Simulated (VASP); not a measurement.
# RbBr in VASP: notebook

The runs below take RbBr through single point, with PBE, r2SCAN.

Everything below comes from runs of VASP 6.6.1. Logs are shortened: lines on timing, memory, paths and dates and some standing lists are left out, and cuts for length are marked.

### Step 1. The cell of the first run

The structure is tetragonal, space group I-4m2 (No. 119). The conventional cell has a = 5.472 Å, b = 5.472 Å, c = 7.914 Å, α = 90.00°, β = 90.00°, γ = 90.00°. Rb (site symmetry -4m2) has 4 Br at 3.38 Å within 4.4 Å. Br (site symmetry -4m2) has 4 Rb at 3.38 Å within 4.4 Å.

### Step 2. Single point, PBE (uniaxial x strain +2.3%)

The input, INCAR:

```
SYSTEM = RbBr
PREC = Accurate ; ENCUT = 520
EDIFF = 1E-7 ; ISMEAR = -1
SIGMA = 0.02 ; LREAL = .False.
LASPH = .True. ; NELM = 60
ALGO = Normal ; ISIF = 2
LWAVE = .False. ; LCHARG = .False.
GGA = PE ; NBANDS = 15
```

The input, KPOINTS:

```
regular mesh
0
Gamma
  6 6 6
  0 0 0
```

The input, POSCAR:

```
RbBr
1.0
    0.0000000000      3.8694968646      3.8694968646
    3.9569474938      0.0000000000      3.8694968646
    3.9569474938      3.8694968646      0.0000000000
Rb Br
1 1
Direct
    0.0000000000      0.0000000000      0.0000000000
    0.2500000000      0.2500000000      0.2500000000
```

Potentials or basis: VASP PAW PBE potentials, release 64 (Rb_sv, Br).

Started as:

```
> cat potpaw_PBE.64/Rb_sv/POTCAR potpaw_PBE.64/Br/POTCAR > POTCAR
> mpirun -np 1 vasp_std > vasp.out
```

OUTCAR:

```text
SYSTEM = RbBr
   PREC = Accurate
   ENCUT = 520
   EDIFF = 1E-7
   ISMEAR = -1
   LREAL = .False.
   LASPH = .True.
   NELM = 60
   ISIF = 2
   GGA = PE

 ion  position               nearest neighbor table
   1  0.000  0.000  0.000-   2 3.38   2 3.38   2 3.38   2 3.38
   2  0.250  0.250  0.250-   1 3.38   1 3.38   1 3.38   1 3.38

  LATTYP: Found a body centered tetragonal cell.
 ALAT       =     5.4722949455
 C/A-ratio  =     1.4461747889

  Lattice vectors:

 A1 = (   3.9569474938,   0.0000000000,   3.8694968646)
 A2 = (   3.9569474938,   0.0000000000,  -3.8694968646)
 A3 = (  -3.9569474938,   3.8694968646,   0.0000000000)

Analysis of symmetry for initial positions (statically):
=====================================================================
 Subroutine PRICEL returns:
 Original cell was already a primitive cell.

 Routine SETGRP: Setting up the symmetry group for a
 body centered tetragonal supercell.

 Subroutine GETGRP returns: Found  8 space group operations
 (whereof  8 operations were pure point group operations)
 out of a pool of 16 trial point group operations.

The static configuration has the point symmetry D_2d.

Analysis of symmetry for dynamics (positions and initial velocities):
=====================================================================
 Subroutine PRICEL returns:
 Original cell was already a primitive cell.

 Routine SETGRP: Setting up the symmetry group for a
 body centered tetragonal supercell.

 Subroutine GETGRP returns: Found  8 space group operations
 (whereof  8 operations were pure point group operations)
 out of a pool of 16 trial point group operations.

The dynamic configuration has the point symmetry D_2d.

 Subroutine INISYM returns: Found  8 space group operations
 (whereof  8 operations are pure point group operations),
 and found     1 'primitive' translations

----------------------------------------------------------------------------------------

                                     Primitive cell

  volume of cell :     118.4948

  direct lattice vectors                    reciprocal lattice vectors
     0.000000000  3.869496865  3.869496865    -0.126360029  0.129215766  0.129215766
     3.956947494  0.000000000  3.869496865     0.126360029 -0.129215766  0.129215766
     3.956947494  3.869496865  0.000000000     0.126360029  0.129215766 -0.129215766

  length of vectors
     5.472294945  5.534477342  5.534477342     0.222171747  0.222171747  0.222171747

  position of ions in fractional coordinates (direct lattice)
     0.000000000  0.000000000  0.000000000
     0.250000000  0.250000000  0.250000000

  ion indices of the primitive-cell ions
   primitive index   ion index
                 1           1
                 2           2

----------------------------------------------------------------------------------------

 KPOINTS: regular mesh

Automatic generation of k-mesh.
 Grid dimensions read from file:
 generate k-points for:    6    6    6

 Generating k-lattice:

  Cartesian coordinates                     Fractional coordinates (reciprocal lattice)
    -0.021060005  0.021535961  0.021535961     0.166666667  0.000000000  0.000000000
     0.021060005 -0.021535961  0.021535961     0.000000000  0.166666667  0.000000000
     0.021060005  0.021535961 -0.021535961     0.000000000  0.000000000  0.166666667

  Length of vectors
     0.037028624  0.037028624  0.037028624

  Shift w.r.t. Gamma in fractional coordinates (k-lattice)
     0.000000000  0.000000000  0.000000000

 Subroutine IBZKPT returns following result:
 ===========================================

 Found     30 irreducible k-points:

 Following reciprocal coordinates:
            Coordinates               Weight
  0.000000  0.000000  0.000000      1.000000
  0.166667 -0.000000 -0.000000      8.000000
  0.333333 -0.000000 -0.000000      8.000000
  0.500000  0.000000  0.000000      4.000000
  0.166667  0.166667  0.000000      4.000000
  0.333333  0.166667  0.000000     16.000000
[... 16 lines left out ...]
 -0.333333  0.500000  0.166667      4.000000
  0.333333 -0.333333  0.166667      8.000000
 [... further k-points ...]
   k-points           NKPTS =     30   k-points in BZ     NKDIM =     30   number of bands    NBANDS=     15
   number of dos      NEDOS =    301   number of ions     NIONS =      2
   total plane-waves  NPLWV =  74088
   dimension x,y,z NGX =    42 NGY =   42 NGZ =   42
   dimension x,y,z NGXF=    84 NGYF=   84 NGZF=   84
   ions per type =               1   1
   NGX,Y,Z   is equivalent  to a cutoff of  12.76, 12.62, 12.62 a.u.
   NGXF,Y,Z  is equivalent  to a cutoff of  25.52, 25.23, 25.23 a.u.
 SYSTEM =  RbBr
   PREC   = accura    normal or accurate (medium, high low for compatibility)
   ISTART =      0    job   : 0-new  1-cont  2-samecut
   ICHARG =      2    charge: 1-file 2-atom 10-const
   ISPIN  =      1    spin polarized calculation?
   LNONCOLLINEAR =      F non collinear calculations
   LSORBIT =      F    spin-orbit coupling
   LASPH  =      T    aspherical Exc in radial PAW
   ENCUT  =  520.0 eV  38.22 Ry    6.18 a.u.  10.17 10.29 10.29*2*pi/ulx,y,z
   NELM   =     60;   NELMIN=  2; NELMDL= -5     # of ELM steps
   EDIFF  = 0.1E-06   stopping-criterion for ELM
   LREAL  =      F    real-space projection
   EDIFFG = 0.1E-05   stopping-criterion for IOM
   NSW    =      0    number of steps for IOM
   IBRION =     -1    ionic relax: 0-MD 1-quasi-New 2-CG
   NFREE  =      0    steps in history (QN), initial steepest desc. (CG)
   ISIF   =      2    stress and relaxation
   ISYM   =      2    0-nonsym 1-usesym 2-fastsym
   POTIM  = 0.5000    time-step for ionic-motion
   TEBEG  =    0.0;   TEEND  =   0.0 temperature during run
   PSTRESS=    0.0 pullay stress
   NELECT =      16.0000    total number of electrons
   NUPDOWN=      -1.0000    fix difference up-down
   EMIN   =  10.00;   EMAX   =-10.00  energy-range for DOS
   EFERMI =   0.00;   METHOD = LEGACY
   ISMEAR =    -1;   SIGMA  =   0.02  broadening in eV -4-tet -1-fermi 0-gaus
   EFERMI_NEDOS =   21; number of points for ismear=-14 and -15
   IALGO  =     38    algorithm
   IMIX   =      4    mixing-type and parameters
     AMIX     =   0.40;   BMIX     =  1.00
     AMIX_MAG =   1.60;   BMIX_MAG =  1.00
  volume/ion in A,a.u.               =      59.25       399.82
  Fermi-wavevector in a.u.,A,eV,Ry     =   0.839876  1.587135  9.597432  0.705391
  Thomas-Fermi vector in A             =   1.954166
   LORBIT       =      0    0 simple, 1 ext, 2 COOP (PROOUT), +10 PAW based schemes
   GGA     = PE    functional components
   LHFCALC =     F    Hartree Fock is set to
   AEXX    =    0.0000 exact exchange contribution
   IVDW    =     0    specifies the selected vdW correction
   LEPSILON=     F    determine dielectric tensor
   LRPA    =     F    only Hartree local field effects (RPA)
 non-spin polarized calculation
  energy-cutoff  :      520.00
  volume of cell :      118.49
 maximum number of plane-waves:      3218
 NGX is ok and might be reduce to    42
   NGX = 21   NGY = 21   NGZ = 21

 number of electron      16.0000000 magnetization

 Free energy of the ion-electron system (eV)
  ---------------------------------------------------
  ext. energy  EPLUGINS =         0.00000000
  ---------------------------------------------------
  free energy    TOTEN  =        -5.92897775 eV

  energy without entropy =       -5.92897775  energy(sigma->0) =       -5.92897775

 E-fermi :  -2.6043     XC(G=0):  -5.6638

 val. band max:       -3.1217637358   @ k =   0.0000   0.5000   0.5000
 cond. band min:       0.9133145222   @ k =   0.0000   0.0000   0.0000
 fundamental gap:      4.0350782580
 Fermi energy:        -2.6042681901

 k-point     1 :       0.0000    0.0000    0.0000
  band No.  band energies     occupation
      1     -27.7744      2.00000
      2     -14.9920      2.00000
      3     -11.8781      2.00000
      4     -11.8781      2.00000
      5     -11.8752      2.00000
      6      -3.2128      2.00000
      7      -3.2051      2.00000
      8      -3.2051      2.00000
      9       0.9133      0.00000
     10       4.9183      0.00000
     11       5.0642      0.00000
     12       5.8487      0.00000
     13       5.9620      0.00000
     14       5.9620      0.00000
     15       6.8262      0.00000

 k-point     2 :       0.1667   -0.0000   -0.0000
  band No.  band energies     occupation
      1     -27.7739      2.00000
      2     -15.0022      2.00000
      3     -11.8807      2.00000
      4     -11.8794      2.00000
      5     -11.8656      2.00000
      6      -3.2764      2.00000
      7      -3.2003      2.00000
      8      -3.1932      2.00000
      9       1.2960      0.00000
     10       4.6912      0.00000
     11       4.7968      0.00000
     12       5.5516      0.00000
     13       6.0867      0.00000
     14       6.3329      0.00000
     15       6.3962      0.00000

 k-point     3 :       0.3333   -0.0000   -0.0000
  band No.  band energies     occupation
      1     -27.7730      2.00000
      2     -15.0221      2.00000
      3     -11.8857      2.00000
      4     -11.8852      2.00000
      5     -11.8441      2.00000
      6      -3.3787      2.00000
      7      -3.1820      2.00000
      8      -3.1701      2.00000
      9       2.1833      0.00000
     10       4.3314      0.00000
     11       4.5734      0.00000
     12       4.6474      0.00000
     13       5.9491      0.00000
     14       6.2053      0.00000
     15       6.2424      0.00000
[... 343 lines left out ...]
 k-point    23 :      -0.3333    0.5000    0.1667
  band No.  band energies     occupation
      1     -27.7719      2.00000
      2     -15.0442      2.00000
      3     -11.9100      2.00000
      4     -11.9064      2.00000
      5     -11.7877      2.00000
      6      -3.4178      2.00000
      7      -3.2208      2.00000
      8      -3.1302      2.00000
      9       2.8784      0.00000
     10       3.5680      0.00000
     11       5.1139      0.00000
     12       5.4041      0.00000
     13       5.6014      0.00000
     14       5.8378      0.00000
     15       6.7129      0.00000

 k-point    24 :       0.3333   -0.3333    0.1667
  band No.  band energies     occupation
      1     -27.7720      2.00000
      2     -15.0405      2.00000
      3     -11.9150      2.00000
      4     -11.8963      2.00000
      5     -11.7963      2.00000
      6      -3.3723      2.00000
      7      -3.2489      2.00000
      8      -3.1482      2.00000
      9       2.9807      0.00000
     10       3.5887      0.00000
     11       4.5027      0.00000
     12       5.0407      0.00000
     13       6.0241      0.00000
     14       6.2202      0.00000
     15       6.7605      0.00000

 [... further k-points ...]
[... 5 lines left out ...]
  --------------------------------------------------------------------------------------
  -------------------------------------------------------------------------------------
  Total       -0.0106855      0.0033024      0.0033024      0.0000000      0.0000000      0.0000000
  in kB       -0.1444796      0.0446514      0.0446514      0.0000000      0.0000000      0.0000000
  external PRESSURE =      -0.0183923 kB  Pullay stress =       0.0000000 kB

 VOLUME and BASIS-vectors are now :
 -----------------------------------------------------------------------------
  energy-cutoff  :      520.00
  volume of cell :      118.49
      direct lattice vectors                 reciprocal lattice vectors
     0.000000000  3.869496865  3.869496865    -0.126360029  0.129215766  0.129215766
     3.956947494  0.000000000  3.869496865     0.126360029 -0.129215766  0.129215766
     3.956947494  3.869496865  0.000000000     0.126360029  0.129215766 -0.129215766

 POSITION                                       TOTAL-FORCE (eV/Angst)
 -----------------------------------------------------------------------------------
      0.00000      0.00000      0.00000         0.000000      0.000000      0.000000
      1.97847      1.93475      1.93475        -0.000000     -0.000000     -0.000000
 -----------------------------------------------------------------------------------
    total drift:                                0.000000      0.000000      0.000000

  FREE ENERGIE OF THE ION-ELECTRON SYSTEM (eV)
  ---------------------------------------------------
  free  energy   TOTEN  =        -5.9289777510 eV

  energy  without entropy=       -5.9289777510  energy(sigma->0) =       -5.92897775
```

Wall time 29 s (1 thread of Intel Xeon 6975P-C (Granite Rapids), shared host); peak memory 0.27 GiB.

What came out:

| Property | Result |
| --- | --- |
| Free energy | -5.9290 eV |
| Pressure | 0.0 GPa |
| Band gap on the k mesh | 4.04 eV, indirect (least direct gap 4.12 eV) |

Levels at points of the mesh, in eV from the valence-band top:
| k point | band 6 | band 7 | band 8 | band 9 | band 10 | band 11 |
| --- | --- | --- | --- | --- | --- | --- |
| (0.00, 0.00, 0.00) | -0.09 | -0.08 | -0.08 | 4.04 | 8.04 | 8.19 |
| (0.50, 0.00, 0.00) | -0.29 | -0.05 | -0.04 | 6.20 | 6.43 | 7.72 |
| (0.50, 0.50, 0.00) | -0.38 | -0.01 | -0.01 | 5.90 | 6.70 | 8.31 |
| (0.00, 0.50, 0.50) | -0.39 | 0.00 | 0.00 | 5.87 | 6.68 | 8.22 |

Caveat: the cell differs from its parent crystal (uniaxial x strain +2.3%). A k mesh can miss the band edges.

### Step 3. Single point, PBE (epitaxial 111 strain -0.7%)

The input, INCAR:

```
  ALGO = Normal
  EDIFF = 1E-7
  ENCUT = 520
  GGA = PE
  ISIF = 2
  ISMEAR = -1
  LASPH = T
  LCHARG = F
  LREAL = F
  LWAVE = F
  NBANDS = 15
  NELM = 100
  PREC = Accurate
  SIGMA = 0.02
```

The input, KPOINTS:

```
k-points
0
Gamma
  6 6 6
```

The input, POSCAR:

```
RbBr
1.0
    0.0362759610      3.8782993979      3.8782993979
    3.8782993979      0.0362759610      3.8782993979
    3.8782993979      3.8782993979      0.0362759610
Rb Br
1 1
Direct
    0.0010295211      0.0010295211      0.0010295211
    0.2489704789      0.2489704789      0.2489704789
```

Potentials or basis: VASP PAW PBE potentials, release 64 (Rb_sv, Br).

Started as:

```
> cat potpaw_PBE.64/Rb_sv/POTCAR potpaw_PBE.64/Br/POTCAR > POTCAR
> mpirun -np 1 vasp_std > vasp.out
```

It took 37 s on 1 thread of Intel Xeon 6975P-C (Granite Rapids), shared host; peak memory 0.27 GiB.

It converged, with:

| Quantity | Value |
| --- | --- |
| Free energy | -5.9262 eV |
| Pressure | 0.3 GPa |
| Band gap on the k mesh | 4.08 eV, indirect (least direct gap 4.17 eV) |

Levels at points of the mesh, in eV from the valence-band top:
| k point | band 5 | band 6 | band 7 | band 8 | band 9 | band 10 | band 11 | band 12 |
| --- | --- | --- | --- | --- | --- | --- | --- | --- |
| (0.00, 0.00, 0.00) | -8.68 | -0.11 | -0.09 | -0.09 | 4.08 | 8.16 | 8.16 | 9.13 |
| (0.50, 0.00, 0.00) | -8.64 | -0.30 | -0.05 | -0.05 | 6.29 | 6.50 | 7.75 | 7.88 |
| (0.50, 0.50, 0.00) | -8.59 | -0.40 | -0.01 | 0.00 | 5.92 | 6.74 | 8.46 | 8.97 |
| (0.50, 0.50, 0.50) | -8.63 | -0.32 | -0.04 | -0.04 | 6.28 | 6.46 | 7.82 | 7.82 |

Caveat: the cell differs from its parent crystal (epitaxial 111 strain -0.7%). A k mesh can miss the band edges.

[end of part 1 of 2]
